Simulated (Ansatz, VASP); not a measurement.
**One calculation of Sr, two programs**

INCAR

```
SYSTEM = Sr
PREC = Accurate
ENCUT = 520
EDIFF = 1E-8
ISMEAR = -1
SIGMA = 0.08
LREAL = .False.
LASPH = .True.
NELM = 100
ALGO = Normal
ISIF = 2
LWAVE = .False.
LCHARG = .False.
LEFG = .True.
NBANDS = 17
```

KPOINTS

```
regular mesh
0
Gamma
  10 10 5
  0 0 0
```

POSCAR

```
Sr
1.0
    4.3531002229      0.0000000000      0.0000000000
   -2.1765501115      3.7698953782      0.0000000000
    0.0000000000      0.0000000000      7.0500000000
Sr
2
Direct
    0.3333333333      0.6666666667      0.2500000000
    0.6666666667      0.3333333333      0.7500000000
```

Input for Ansatz:

```yaml
crystal:
  lattice:
    - [4.3531002229, 0.0, 0.0]
    - [-2.1765501115, 3.7698953782, 0.0]
    - [0.0, 0.0, 7.05]
  atoms:
    - { symbol: Sr, position: [0.3333333333, 0.6666666667, 0.25] }
    - { symbol: Sr, position: [0.6666666667, 0.3333333333, 0.75] }
kpoints:
  mp_grid: { grid: [10, 10, 5] }
scf:
  occupations: { method: fermi_dirac, width: 0.08 }
hamiltonian:
  xc: lda
  pseudopotentials: { kind: all_electron, datasets: crystal }
output:
  forces: true
  stress: true
  eigenvalues: true
  efg: { contact_densities: true }
```

Change from the starting cell: equal xx and yy strain of +1 %, crystal datasets.

Alike in both runs: task electric field gradients; functional LDA; k mesh 10 × 10 × 5; occupations fermi-dirac, width 0.08 eV; no spin polarisation.

|  | VASP | Ansatz |
| --- | --- | --- |
| version | VASP 6.6.1 | Ansatz 0.2.0 |
| potentials or method | VASP PAW LDA potentials, release 64 (Sr_sv), cutoff 520 eV | all-electron PAW with datasets made for the crystal, scalar-relativistic |

Ansatz gave:

- pressure (GPa): -1.7
- traceless stress, the component that is largest in VASP (GPa): 0.13
- size of Vzz on the site where it differs most (V/Å²): 0.9

Q: Which values does VASP return?

A: Pressure (GPa): -1.7; traceless stress, the component that is largest in VASP (GPa): 0.13; size of Vzz on the site where it differs most (V/Å²): 0.7.

LDA's correlation is that of Perdew and Zunger in VASP and of Perdew and Wang (1992) in Ansatz. Ansatz ran all-electron here, and VASP with PAW potentials.
